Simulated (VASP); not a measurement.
A run of VASP 6.6.1:

File INCAR:

```
PREC = Accurate
ENCUT = 600
EDIFF = 1E-6
ISMEAR = -1
SIGMA = 0.05
LREAL = F
LASPH = T
NELM = 60
ALGO = Normal
ISIF = 3
LWAVE = F
LCHARG = F
GGA = RE
IVDW = 12
IBRION = 2
NSW = 80
EDIFFG = -0.02
```

Contents of KPOINTS:

```
regular mesh
0
Gamma
  8 8 8
```

POSCAR

```
NaCl
1.0
    0.0000000000      2.7940632177      2.7940632177
    2.7940632177      0.0000000000      2.7940632177
    2.7940632177      2.7940632177      0.0000000000
Cl Na
1 1
Direct
    0.5000000000      0.5000000000      0.5000000000
    0.0000000000      0.0000000000      0.0000000000
```

Potentials or basis: VASP PAW PBE potentials, release 64 (Cl, Na_pv).

Launch:

```sh
$ cat potpaw_PBE.64/Cl/POTCAR potpaw_PBE.64/Na_pv/POTCAR > POTCAR
$ mpirun -np 1 vasp_std > vasp.out
```

Hardware: 1 thread of Intel Xeon 8259CL (shared host).

Problem. Estimate the wall time of this run.

Solution. It took 20 s on 1 thread of Intel Xeon 8259CL, with other jobs on the host, peak memory 0.18 GiB. Counts: scf iterations 13, k points 29, ion steps 1.
